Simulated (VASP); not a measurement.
A run of VASP 6.6.1 is set up as follows.

File INCAR:

```
  ALGO = Normal
  EDIFF = 1E-6
  ENCUT = 520
  ISIF = 2
  ISMEAR = 0
  LASPH = True
  LCHARG = False
  LREAL = False
  LWAVE = False
  NBANDS = 17
  NELM = 60
  PREC = Accurate
  SIGMA = 0.01
```

Contents of KPOINTS:

```
k-points
0
Gamma
  4 4 4
```

Contents of POSCAR:

```
PbSe
1.0
    0.0000000000      3.0887022205      3.0887022205
    3.0887022205      0.0000000000      3.0887022205
    3.0887022205      3.0887022205      0.0000000000
Pb Se
1 1
Direct
    0.0000000000      0.0000000000      0.0000000000
    0.5000000000      0.5000000000      0.5000000000
```

Potentials or basis: VASP PAW LDA potentials, release 64 (Pb_d, Se).

Launch:

```sh
$ cat potpaw_LDA.64/Pb_d/POTCAR potpaw_LDA.64/Se/POTCAR > POTCAR
$ mpirun -np 1 vasp_std > vasp.out
```

Task: Predict the band gap on the k mesh.

Result: 0.25 eV.

Task: Predict the pressure.

Result: -3.3 GPa.

Caveat: the k points lie up to 0.44 Å⁻¹ apart; spin-orbit coupling is left out, which moves the levels of the heavy elements. A k mesh can miss the band edges.
